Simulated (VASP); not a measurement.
Pt, 1 atom in the cell. The structure is tetragonal, space group I4/mmm (No. 139). The conventional cell has a = 2.682 Å, b = 2.682 Å, c = 4.173 Å, α = 90.00°, β = 90.00°, γ = 90.00°. Pt (site symmetry 4/mmm) has 12 Pt at 2.68 to 2.82 Å within 3.5 Å.  This cell differs from its parent crystal: ratio of the length along z to the lengths across it x 1.1, volume and fractional coordinates fixed.

| Item | Value |
| --- | --- |
| Program | VASP 6.6.1 |
| Task | single point |
| Functional | PBEsol |
| Potentials or basis | VASP PAW PBE potentials, release 64 (Pt) |
| Cutoff | 520 eV |
| k mesh | 24 × 24 × 24 |
| Occupations | gaussian, width 0.15 eV |
| Spin | no spin polarisation |
| Dipole correction | no |
| Further INCAR settings | ALGO = Fast; EDIFF = 1e-06; NBANDS = 11 |

Potentials or basis: VASP PAW PBE potentials, release 64 (Pt).

Command:

```sh
$ cat potpaw_PBE.64/Pt/POTCAR > POTCAR
$ mpirun -np 1 vasp_std > vasp.out
```

Hardware: 1 thread of Intel(R) Xeon(R) 6975P-C (Granite Rapids), with other jobs on the host.

Estimate the wall time of this run.

Run time: 49 s on 1 thread of Intel(R) Xeon(R) 6975P-C (Granite Rapids), on a shared host, peak memory 0.29 GiB. Counts: scf iterations 12, k points 1063.
